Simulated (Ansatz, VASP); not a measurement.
# One calculation of CdF2, two programs

```
Cd F
1.0
     0.00000    2.70913    2.70913
     2.70913    0.00000    2.70913
     2.70913    2.70913    0.00000
Cd F
1 2
Direct
  0.00000 0.00000 0.00000
  0.25000 0.25000 0.25000
  0.75000 0.75000 0.75000
```

Alike in both runs: task single point; functional r2SCAN; k mesh 8 × 8 × 8; occupations gaussian, width 0.05 eV; no spin polarisation.

|  | VASP | Ansatz |
| --- | --- | --- |
| version | VASP 6.6.1 | Ansatz 0.2.0 |
| potentials or method | VASP PAW PBE potentials, release 64 (Cd, F), cutoff 520 eV | scalar-relativistic, plane waves, PAW |
| valence electrons in the cell | 26 | 34 |

```csv
,VASP,Ansatz,Ansatz less VASP
gap on the k mesh at the Fermi level (eV),3.69,3.73,+0.043
least direct gap on the mesh (eV),4.21,4.27,+0.051
pressure (GPa),-0.9,-1.8,-0.89
```

VASP's potentials were made for PBE, not for r2SCAN. VASP's potentials hold 26 valence electrons a cell and Ansatz's 34, so a difference there can come from the potentials and not from the codes.
